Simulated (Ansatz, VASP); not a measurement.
**Two plane-wave programs on CoTeH**

```
Co Te H
1.0
     3.65487    0.00000    0.00000
     0.00000    3.65487    0.00000
     0.00000    0.00000    3.17511
Co Te H
1 1 1
Direct
  0.50000 0.50000 0.00000
  0.00000 0.00000 0.00000
  0.50000 0.50000 0.50000
```

Change from the starting cell: species swapped into the TmCoC type (Pmmm, No. 47).

Alike in both runs: task relaxation of cell and atoms; functional PBE; k mesh 12 × 12 × 14; occupations gaussian, width 0.1 eV; no spin polarisation.

|  | VASP | Ansatz |
| --- | --- | --- |
| version | VASP 6.6.1 | Ansatz 0.2.0 |
| potentials or method | VASP PAW PBE potentials, release 64 (Co, Te, H), cutoff 600 eV | scalar-relativistic, plane waves, PAW |
| valence electrons in the cell | 16 | 34 |

VASP gave:

```
gap on the k mesh at the Fermi level, each at its own relaxed structure (eV) : none
relaxed volume (Å³/atom)                                                     : 14.08
relaxed cell length with the largest relative difference (Å)                 : 3.657
```

**Question.** Which values does Ansatz return?

**Answer.** gap on the k mesh at the Fermi level, each at its own relaxed structure (eV): none; relaxed volume (Å³/atom): 14.10; relaxed cell length with the largest relative difference (Å): 3.661.

A gap of «none» marks a metal or a gap that the smearing closes. VASP's potentials hold 16 valence electrons a cell and Ansatz's 34, so a difference there can come from the potentials and not from the codes.

Spin-orbit coupling is off throughout.
